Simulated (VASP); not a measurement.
Here is a VASP 6.6.1 calculation.

Contents of INCAR:

```
PREC = Accurate
ENCUT = 520
EDIFF = 1E-6
ISMEAR = 0
SIGMA = 0.1
LREAL = False
LASPH = True
NELM = 60
ALGO = Normal
ISIF = 2
LWAVE = False
LCHARG = True
GGA = PS
LELF = True
LVHAR = True
NBANDS = 12
```

The input KPOINTS:

```
Automatic mesh
0
Gamma
  18 18 7
```

Contents of POSCAR:

```
Al
1.0
    2.8436728451      0.0000000000      0.0000000000
   -1.4218364225      2.4626929239      0.0000000000
    0.0000000000      0.0000000000      6.9344967383
Al
3
Direct
    0.0000000000      0.0000000000      0.0000000000
    0.3333333333      0.6666666667      0.3333333333
    0.6666666667      0.3333333333      0.6666666667
```

Potentials or basis: VASP PAW PBE potentials, release 64 (Al).

Launch:

```sh
$ cat potpaw_PBE.64/Al/POTCAR > POTCAR
$ mpirun -np 1 vasp_std > vasp.out
```

What does it give for the pressure?

0.1 GPa.

Estimate the band gap on the k mesh.

zero (an odd number of electrons rules out a gap without spin polarisation).

Caveat: the PAW data sets were made with another functional, which shifts forces and pressure a little.
